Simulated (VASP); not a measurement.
Set up this calculation in VASP 6.6.1, as the native input.

```
Task                   : single point
Functional             : PBEsol
Potentials or basis    : VASP PAW PBE potentials, release 64 (Zn, S)
Cutoff                 : 520 eV
k mesh                 : 8 × 8 × 5
Occupations            : fermi-dirac, width 0.03 eV
Spin                   : no spin polarisation
Dipole correction      : no
Further INCAR settings : ALGO = Normal; EDIFF = 1e-07; NBANDS = 26
```

The structure of ZnS lies in POSCAR:

```
ZnS
1.0
    3.8109987816     -0.0381099878     -0.0381099878
   -1.9385036084      3.3194767525     -0.0139492237
   -0.0623400000     -0.0623400000      6.2340000000
Zn S
2 2
Direct
    0.3333333333      0.6666666667      0.0000000000
    0.6666666667      0.3333333333      0.5000000000
    0.3333333333      0.6666666667      0.3850000000
    0.6666666667      0.3333333333      0.8850000000
```

This cell differs from its parent crystal: equal xy, yz and zx shear strains of -2 %.

The input as run:

INCAR

```
PREC = Accurate
ENCUT = 520
EDIFF = 1E-7
ISMEAR = -1
SIGMA = 0.03
LREAL = False
LASPH = True
NELM = 80
ALGO = Normal
ISIF = 2
LWAVE = False
LCHARG = True
GGA = PS
LELF = True
LVHAR = True
NBANDS = 26
```

KPOINTS

```
Automatic mesh
0
Gamma
  8 8 5
```

Potentials or basis: VASP PAW PBE potentials, release 64 (Zn, S).

Launch:

```sh
$ cat potpaw_PBE.64/Zn/POTCAR potpaw_PBE.64/S/POTCAR > POTCAR
$ mpirun -np 1 vasp_std > vasp.out
```

It gave:

| Property | Result |
| --- | --- |
| Pressure | -1.1 GPa |
| Largest force | 0.398 eV/Å |
| Band gap on the k mesh | 2.04 eV, direct |

Caveat: the cell differs from its parent crystal (equal xy, yz and zx shear strains of -2 %); the PAW data sets were made with another functional, which shifts forces and pressure a little.

Run time: 6.9 min on 1 thread of Intel(R) Xeon(R) Platinum 8488C (Sapphire Rapids) (shared host), peak memory 0.39 GiB.
